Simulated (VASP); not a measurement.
Here is a VASP 6.6.1 calculation.

The input INCAR:

```
SYSTEM = Ti3Al
PREC = Accurate ; ENCUT = 520
EDIFF = 1E-6 ; ISMEAR = 0
SIGMA = 0.15 ; LREAL = .FALSE.
LASPH = .TRUE. ; NELM = 150
ALGO = Normal ; ISIF = 2
LWAVE = .FALSE. ; LCHARG = .FALSE.
ISPIN = 2 ; MAGMOM = 0.3 0.3 0.3 0
LORBIT = 11 ; NUPDOWN = 0.9
LMAXMIX = 4 ; GGA = PS
NBANDS = 32
```

KPOINTS

```
Automatic mesh
0
G
  12 12 12
  0 0 0
```

File POSCAR:

```
Ti3Al
1.0
    0.0000000000      3.1231701287      3.1231701287
    3.1231701287      0.0000000000      3.1231701287
    3.1231701287      3.1231701287      0.0000000000
Ti Al
3 1
Direct
    0.7500000000      0.7500000000      0.7500000000
    0.2500000000      0.2500000000      0.2500000000
    0.0000000000      0.0000000000      0.0000000000
    0.5000000000      0.5000000000      0.5000000000
```

Potentials or basis: VASP PAW PBE potentials, release 64 (Ti_sv, Al).

Command:

```sh
$ cat potpaw_PBE.64/Ti_sv/POTCAR potpaw_PBE.64/Al/POTCAR > POTCAR
$ mpirun -np 1 vasp_std > vasp.out
```

Task: Predict the pressure.

Result: 7.9 GPa.

Caveat: the cell stands under pressure; the PAW data sets were made with another functional, which shifts forces and pressure a little; the total moment is fixed, so each spin has its own Fermi level.
